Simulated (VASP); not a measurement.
# Pt3Pb (Pm-3m) in VASP: notebook, part 2 of 2

VASP 6.6.1. Earlier steps stand in the parts before.

## 4. Electric field gradients, LDA (volume scaled by 0.94)

INCAR reads:

```
SYSTEM = Pt3Pb
PREC     = Accurate       ! precision mode
ENCUT    = 520            ! plane-wave cutoff, eV
EDIFF    = 1E-8           ! SCF threshold, eV
ISMEAR   = -1             ! smearing method
SIGMA    = 0.03           ! smearing width, eV
LREAL    = .FALSE.        ! projectors in reciprocal space
LASPH    = .TRUE.         ! aspherical terms in the spheres
NELM     = 80             ! most SCF steps
ALGO     = Normal         ! electronic algorithm
ISIF     = 2              ! what is computed and relaxed
LWAVE    = .FALSE.        ! write WAVECAR
LCHARG   = .FALSE.        ! write CHGCAR
GGA      = CA             ! functional
LEFG     = .TRUE.       
NBANDS   = 30             ! bands
```

KPOINTS reads:

```
Automatic mesh
0
G
  9 9 9
  0 0 0
```

POSCAR reads:

```
Pt3Pb
1.0
    3.9751604292      0.0000000000      0.0000000000
    0.0000000000      3.9751604292      0.0000000000
    0.0000000000      0.0000000000      3.9751604292
Pt Pb
3 1
Direct
    0.0000000000      0.5000000000      0.5000000000
    0.5000000000      0.0000000000      0.5000000000
    0.5000000000      0.5000000000      0.0000000000
    0.0000000000      0.0000000000      0.0000000000
```

Potentials or basis: VASP PAW LDA potentials, release 64 (Pt, Pb_d).

On the command line:

```
> cat potpaw_LDA.64/Pt/POTCAR potpaw_LDA.64/Pb_d/POTCAR > POTCAR
> mpirun -np 1 vasp_std > vasp.out
```

OUTCAR:

```text
SYSTEM = Pt3Pb
   PREC = Accurate
   ENCUT = 520
   EDIFF = 1E-8
   ISMEAR = -1
   LREAL = .FALSE.
   LASPH = .TRUE.
   NELM = 80
   ISIF = 2
   GGA = CA

 ion  position               nearest neighbor table
   1  0.000  0.500  0.500-   2 2.81   3 2.81   4 2.81   3 2.81   4 2.81   2 2.81   4 2.81   4 2.81
                             2 2.81   3 2.81   3 2.81   2 2.81
   2  0.500  0.000  0.500-   1 2.81   3 2.81   4 2.81   3 2.81   4 2.81   1 2.81   3 2.81   3 2.81
                             1 2.81   4 2.81   4 2.81   1 2.81
   3  0.500  0.500  0.000-   1 2.81   2 2.81   4 2.81   1 2.81   2 2.81   2 2.81   4 2.81   2 2.81
                             1 2.81   4 2.81   1 2.81   4 2.81
   4  0.000  0.000  0.000-   1 2.81   2 2.81   3 2.81   1 2.81   2 2.81   1 2.81   3 2.81   1 2.81
                             2 2.81   3 2.81   2 2.81   3 2.81

  LATTYP: Found a simple cubic cell.
 ALAT       =     3.9751604292

  Lattice vectors:

 A1 = (   3.9751604292,   0.0000000000,   0.0000000000)
 A2 = (   0.0000000000,   3.9751604292,   0.0000000000)
 A3 = (   0.0000000000,   0.0000000000,   3.9751604292)

Analysis of symmetry for initial positions (statically):
=====================================================================
 Subroutine PRICEL returns:
 Original cell was already a primitive cell.

 Routine SETGRP: Setting up the symmetry group for a
 simple cubic supercell.

 Subroutine GETGRP returns: Found 48 space group operations
 (whereof 48 operations were pure point group operations)
 out of a pool of 48 trial point group operations.

The static configuration has the point symmetry O_h .

Analysis of symmetry for dynamics (positions and initial velocities):
=====================================================================
[... 959 lines left out ...]
     30      22.5653      0.00000

 [... further k-points ...]
[... 5 lines left out ...]
  --------------------------------------------------------------------------------------
  -------------------------------------------------------------------------------------
  Total        5.1146218      5.1146218      5.1146218     -0.0000000      0.0000000     -0.0000000
  in kB      130.4548176    130.4548176    130.4548176     -0.0000000      0.0000000     -0.0000000
  external PRESSURE =     130.4548176 kB  Pullay stress =       0.0000000 kB

 VOLUME and BASIS-vectors are now :
 -----------------------------------------------------------------------------
  energy-cutoff  :      520.00
  volume of cell :       62.82
      direct lattice vectors                 reciprocal lattice vectors
     3.975160429  0.000000000  0.000000000     0.251562174  0.000000000  0.000000000
     0.000000000  3.975160429  0.000000000     0.000000000  0.251562174  0.000000000
     0.000000000  0.000000000  3.975160429     0.000000000  0.000000000  0.251562174

 POSITION                                       TOTAL-FORCE (eV/Angst)
 -----------------------------------------------------------------------------------
      0.00000      1.98758      1.98758         0.000000      0.000000      0.000000
      1.98758      0.00000      1.98758         0.000000      0.000000      0.000000
      1.98758      1.98758      0.00000         0.000000      0.000000      0.000000
      0.00000      0.00000      0.00000         0.000000      0.000000      0.000000
 -----------------------------------------------------------------------------------
    total drift:                                0.000000      0.000000     -0.000000

  FREE ENERGIE OF THE ION-ELECTRON SYSTEM (eV)
  ---------------------------------------------------
  free  energy   TOTEN  =       -27.0036545694 eV

  energy  without entropy=      -27.0011058120  energy(sigma->0) =      -27.00238019

 Electric field gradients (V/A^2)
---------------------------------------------------------------------
 ion       V_xx      V_yy      V_zz      V_xy      V_xz      V_yz
---------------------------------------------------------------------
   1    -163.147    81.574    81.574     0.000    -0.000     0.000
   2      81.574  -163.147    81.574     0.000     0.000    -0.000
   3      81.574    81.574  -163.147     0.000    -0.000    -0.000
   4      -0.000     0.000    -0.000     0.000     0.000     0.000
---------------------------------------------------------------------

 Electric field gradients after diagonalization (V/A^2)
 (convention: |V_zz| > |V_xx| > |V_yy|)
----------------------------------------------------------------------
 ion       V_xx      V_yy      V_zz     asymmetry (V_yy - V_xx)/ V_zz
----------------------------------------------------------------------
   1      81.574    81.574  -163.147       0.000
   2      81.574    81.574  -163.147       0.000
   3      81.574    81.574  -163.147       0.000
   4       0.000    -0.000    -0.000       0.668
----------------------------------------------------------------------

           NMR quadrupolar parameters

 Cq : quadrupolar parameter    Cq=e*Q*V_zz/h
 eta: asymmetry parameters     (V_yy - V_xx)/ V_zz
 Q  : nuclear electric quadrupole moment in mb (millibarn)
----------------------------------------------------------------------
 ion       Cq(MHz)       eta       Q (mb)
----------------------------------------------------------------------
   1      -0.394       0.000       1.000
   2      -0.394       0.000       1.000
   3      -0.394       0.000       1.000
   4      -0.000       0.668       1.000
----------------------------------------------------------------------
```

OSZICAR:

```text
N       E                     dE             d eps       ncg     rms          rms(c)
DAV:   1     0.413035552082E+03    0.41304E+03   -0.21502E+04  2124   0.169E+03
DAV:   2     0.397085400855E+01   -0.40906E+03   -0.38574E+03  2272   0.430E+02
DAV:   3    -0.270214804712E+02   -0.30992E+02   -0.29828E+02  2360   0.122E+02
DAV:   4    -0.278848934075E+02   -0.86341E+00   -0.86081E+00  2448   0.192E+01
DAV:   5    -0.279152590634E+02   -0.30366E-01   -0.30363E-01  2978   0.393E+00    0.205E+01
DAV:   6    -0.271447714350E+02    0.77049E+00   -0.15829E+00  2412   0.880E+00    0.106E+01
DAV:   7    -0.270152792452E+02    0.12949E+00   -0.17466E-01  2922   0.483E+00    0.350E+00
DAV:   8    -0.270048292318E+02    0.10450E-01   -0.14210E-02  2912   0.836E-01    0.262E-01
DAV:   9    -0.270036519481E+02    0.11773E-02   -0.50099E-03  2826   0.928E-01    0.472E-02
DAV:  10    -0.270036552928E+02   -0.33447E-05   -0.15891E-04  2982   0.160E-01    0.198E-02
DAV:  11    -0.270036545463E+02    0.74655E-06   -0.58914E-06  2984   0.208E-02    0.506E-03
DAV:  12    -0.270036545684E+02   -0.22072E-07   -0.48133E-07  2378   0.517E-03    0.136E-03
DAV:  13    -0.270036545694E+02   -0.10386E-08   -0.18191E-08  1830   0.130E-03
   1 F= -.27003655E+02 E0= -.27002380E+02  d E =-.254876E-02
```

Wall time 45 s (1 thread of Intel Xeon 6975P-C, shared host); peak memory 0.19 GiB.

What came out:

```yaml
Free_energy: -27.0037 eV
Pressure: 13.0 GPa
Band_gap_on_the_k_mesh: zero (band 22 reaches 12.52 eV, above the bottom of band 23 at 12.09 eV)
```

Levels at points of the mesh, in eV from the Fermi level:
```tsv
k point	band 20	band 21	band 22	band 23	band 24	band 25
(0.00, 0.00, 0.00)	-1.27	-0.46	0.11	0.11	0.11	1.99
```

Electric field gradients, principal values (V/Å²):
```
atom   least  middle  greatest (by size)
1 Pt  81.574  81.574            -163.147
2 Pt  81.574  81.574            -163.147
3 Pt  81.574  81.574            -163.147
4 Pb   0.000   0.000               0.000
```

Caveat: without QUAD_EFG the Cq values of the log hold for a quadrupole moment of 1 mb, not for the nuclei; spin-orbit coupling is left out, which moves the levels of the heavy elements.

## 5. Electric field gradients, LDA (volume scaled by 0.98)

INCAR reads:

```
SYSTEM = Pt3Pb
  PREC = Accurate
  ENCUT = 520
  EDIFF = 1E-8
  ISMEAR = -1
  SIGMA = 0.03
  LREAL = .False.
  LASPH = .True.
  NELM = 60
  ALGO = Normal
  ISIF = 2
  LWAVE = .False.
  LCHARG = .False.
  GGA = CA
  LEFG = .True.
  NBANDS = 30
```

KPOINTS reads:

```
Automatic mesh
0
Gamma
  9 9 9
  0 0 0
```

POSCAR reads:

```
Pt3Pb
1.0
    4.0307642800      0.0000000000      0.0000000000
    0.0000000000      4.0307642800      0.0000000000
    0.0000000000      0.0000000000      4.0307642800
Pt Pb
3 1
Direct
    0.0000000000      0.5000000000      0.5000000000
    0.5000000000      0.0000000000      0.5000000000
    0.5000000000      0.5000000000      0.0000000000
    0.0000000000      0.0000000000      0.0000000000
```

Potentials or basis: VASP PAW LDA potentials, release 64 (Pt, Pb_d).

On the command line:

```
> cat potpaw_LDA.64/Pt/POTCAR potpaw_LDA.64/Pb_d/POTCAR > POTCAR
> mpirun -np 1 vasp_std > vasp.out
```

OUTCAR:

```text
SYSTEM = Pt3Pb
   PREC = Accurate
   ENCUT = 520
   EDIFF = 1E-8
   ISMEAR = -1
   LREAL = .False.
   LASPH = .True.
   NELM = 60
   ISIF = 2
   GGA = CA

 ion  position               nearest neighbor table
   1  0.000  0.500  0.500-   2 2.85   3 2.85   4 2.85   3 2.85   4 2.85   2 2.85   4 2.85   4 2.85
                             2 2.85   3 2.85   3 2.85   2 2.85
   2  0.500  0.000  0.500-   1 2.85   3 2.85   4 2.85   3 2.85   4 2.85   1 2.85   3 2.85   3 2.85
                             1 2.85   4 2.85   4 2.85   1 2.85
   3  0.500  0.500  0.000-   1 2.85   2 2.85   4 2.85   1 2.85   2 2.85   2 2.85   4 2.85   2 2.85
                             1 2.85   4 2.85   1 2.85   4 2.85
   4  0.000  0.000  0.000-   1 2.85   2 2.85   3 2.85   1 2.85   2 2.85   1 2.85   3 2.85   1 2.85
                             2 2.85   3 2.85   2 2.85   3 2.85
[... 1027 lines left out ...]
   1    -152.415    76.207    76.207    -0.000    -0.000     0.000
   2      76.207  -152.415    76.207    -0.000     0.000    -0.000
   3      76.207    76.207  -152.415    -0.000     0.000    -0.000
   4      -0.000    -0.000    -0.000    -0.000    -0.000     0.000
---------------------------------------------------------------------

 Electric field gradients after diagonalization (V/A^2)
 (convention: |V_zz| > |V_xx| > |V_yy|)
----------------------------------------------------------------------
 ion       V_xx      V_yy      V_zz     asymmetry (V_yy - V_xx)/ V_zz
----------------------------------------------------------------------
   1      76.207    76.207  -152.415       0.000
   2      76.207    76.207  -152.415       0.000
   3      76.207    76.207  -152.415       0.000
   4      -0.000    -0.000    -0.000      -0.117
----------------------------------------------------------------------

           NMR quadrupolar parameters

 Cq : quadrupolar parameter    Cq=e*Q*V_zz/h
 eta: asymmetry parameters     (V_yy - V_xx)/ V_zz
 Q  : nuclear electric quadrupole moment in mb (millibarn)
----------------------------------------------------------------------
 ion       Cq(MHz)       eta       Q (mb)
----------------------------------------------------------------------
   1      -0.369       0.000       1.000
   2      -0.369       0.000       1.000
   3      -0.369       0.000       1.000
   4      -0.000      -0.117       1.000
----------------------------------------------------------------------
```

OSZICAR:

```text
N       E                     dE             d eps       ncg     rms          rms(c)
DAV:   1     0.409136232805E+03    0.40914E+03   -0.21378E+04  2124   0.167E+03
DAV:   2     0.353695510597E+01   -0.40560E+03   -0.38168E+03  2306   0.431E+02
DAV:   3    -0.271575512710E+02   -0.30695E+02   -0.29629E+02  2354   0.121E+02
DAV:   4    -0.280056411141E+02   -0.84809E+00   -0.84500E+00  2442   0.189E+01
DAV:   5    -0.280375756161E+02   -0.31935E-01   -0.31931E-01  2880   0.408E+00    0.180E+01
DAV:   6    -0.272560376481E+02    0.78154E+00   -0.17632E+00  2394   0.910E+00    0.925E+00
DAV:   7    -0.271417074650E+02    0.11433E+00   -0.15104E-01  2908   0.446E+00    0.348E+00
DAV:   8    -0.271304890348E+02    0.11218E-01   -0.17893E-02  2914   0.950E-01    0.301E-01
DAV:   9    -0.271292330806E+02    0.12560E-02   -0.57564E-03  2804   0.957E-01    0.404E-02
DAV:  10    -0.271292321574E+02    0.92326E-06   -0.18230E-04  2938   0.177E-01    0.147E-02
DAV:  11    -0.271292309272E+02    0.12302E-05   -0.73323E-06  2976   0.230E-02    0.371E-03
DAV:  12    -0.271292309645E+02   -0.37327E-07   -0.72406E-07  2490   0.702E-03    0.141E-03
DAV:  13    -0.271292309644E+02    0.87311E-10   -0.25864E-08  1892   0.166E-03
   1 F= -.27129231E+02 E0= -.27127957E+02  d E =-.254771E-02
```

It took 40 s on 1 thread of Intel Xeon 6975P-C, shared host; peak memory 0.19 GiB.

Results:

```yaml
Free_energy: -27.1292 eV
Pressure: 2.2 GPa
Band_gap_on_the_k_mesh: zero (band 22 reaches 11.68 eV, above the bottom of band 23 at 11.30 eV)
```

Electric field gradients, principal values (V/Å²):
| atom | least | middle | greatest (by size) |
| --- | --- | --- | --- |
| 1 Pt | 76.207 | 76.207 | -152.415 |
| 2 Pt | 76.207 | 76.207 | -152.415 |
| 3 Pt | 76.207 | 76.207 | -152.415 |
| 4 Pb | 0.000 | 0.000 | 0.000 |

Caveat: without QUAD_EFG the Cq values of the log hold for a quadrupole moment of 1 mb, not for the nuclei; spin-orbit coupling is left out, which moves the levels of the heavy elements.

## 6. The runs side by side

```tsv
cell	gap on the mesh (eV)	pressure (GPa)
a = 4.085 Å, 4 atoms	none	-6.1
a = 4.138 Å, 4 atoms	none	-12.5
a = 3.975 Å, 4 atoms	none	13.0
a = 4.031 Å, 4 atoms	none	2.2
```

Alike in all rows: task electric field gradients; level LDA; potentials or basis VASP PAW LDA potentials, release 64 (Pt, Pb_d); no spin polarisation; k mesh 9 × 9 × 9; cutoff (eV) 520; smearing fermi-dirac 0.03 eV.

Caveats: spin-orbit coupling is left out, which moves the levels of the heavy elements.

Total energies depend on the potentials used, so only differences within one code and one set of settings carry meaning.
